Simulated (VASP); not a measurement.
The system is PrYSe3.

```
Pr Y Se
1.0
     5.23636    0.00000    0.00000
     0.00000    5.23636    0.00000
     0.00000    0.00000    5.23636
Pr Y Se
1 1 3
Cartesian
  0.0000 0.0000 0.0000
  2.6182 2.6182 2.6182
  0.0000 2.6182 2.6182
  2.6182 0.0000 2.6182
  2.6182 2.6182 0.0000
```

The cell was built from a structure type or drawn by symmetry, and may not be a known phase.

| Quantity | Value |
| --- | --- |
| Program | VASP 6.6.1 |
| Task | relaxation of cell and atoms |
| Functional | PBE |
| Potentials or basis | VASP PAW PBE potentials, release 64 (Pr_3, Y_sv, Se), 4f in core |
| Cutoff | 500 eV |
| k mesh | 2 × 2 × 2 |
| Occupations | gaussian, width 0.15 eV |
| Spin | no spin polarisation |

At the start: pressure 6.0 GPa; volume 28.72 Å³/atom.

Problem. Where does the relaxation end?

Solution. Over 3 steps the energy falls by 48.2 meV/atom and the volume is 31.50 Å³/atom (+9.7 %); space group Pm-3m (No. 221, to 0.1 Å) before and after.

The path:
```
step  energy change (eV)  largest force (eV/Å)  pressure (GPa)  volume (Å³)
   1              0.0000                0.0000            5.98       143.58
   2             -0.1518                0.0000           -2.82       167.03
   3             -0.2411                0.0000           -0.03       157.50
```

Final structure:
```yaml
crystal:
  lattice:
    - [5.40044, 0.00000, 0.00000]
    - [0.00000, 5.40044, 0.00000]
    - [0.00000, 0.00000, 5.40044]
  atoms:
    - { symbol: Pr, position: [0.00000, 0.00000, 0.00000] }
    - { symbol: Y, position: [0.50000, 0.50000, 0.50000] }
    - { symbol: Se, position: [0.00000, 0.50000, 0.50000] }
    - { symbol: Se, position: [0.50000, 0.00000, 0.50000] }
    - { symbol: Se, position: [0.50000, 0.50000, 0.00000] }
```

Caveat: the k points lie up to 0.58 Å⁻¹ apart in the final cell.
